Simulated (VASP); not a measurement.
A run of VASP 6.6.1 is set up as follows.

File INCAR:

```
SYSTEM = MgO
ALGO = Normal ; EDIFF = 1E-7
EDIFFG = -0.002 ; ENCUT = 600
IBRION = 2 ; ISIF = 3
ISMEAR = -1 ; LASPH = .TRUE.
LCHARG = .FALSE. ; LREAL = .FALSE.
LWAVE = .FALSE. ; NELM = 80
NSW = 100 ; PREC = Accurate
SIGMA = 0.05
```

File KPOINTS:

```
k-points
0
G
  20 20 20
  0 0 0
```

File POSCAR:

```
MgO
1.0
    0.0000000000      2.1085000000      2.1085000000
    2.1085000000      0.0000000000      2.1085000000
    2.1085000000      2.1085000000      0.0000000000
Mg O
1 1
Direct
    0.0000000000      0.0000000000      0.0000000000
    0.5000000000      0.5000000000      0.5000000000
```

Potentials or basis: VASP PAW LDA potentials, release 64 (Mg, O).

Run with:

```bash
$ cat potpaw_LDA.64/Mg/POTCAR potpaw_LDA.64/O/POTCAR > POTCAR
$ mpirun -np 1 vasp_std > vasp.out
```

(1) Estimate the relaxed cell.

(2) Estimate the space group after relaxing (to 0.1 Å).

(3) What does it give for the relaxed volume?

(4) Estimate the band gap on the k mesh.

Results:

(1) a = 2.930 Å, b = 2.930 Å, c = 2.930 Å, α = 60.00°, β = 60.00°, γ = 60.00°.

(2) Fm-3m (No. 225).

(3) 8.89 Å³/atom.

(4) 5.15 eV.
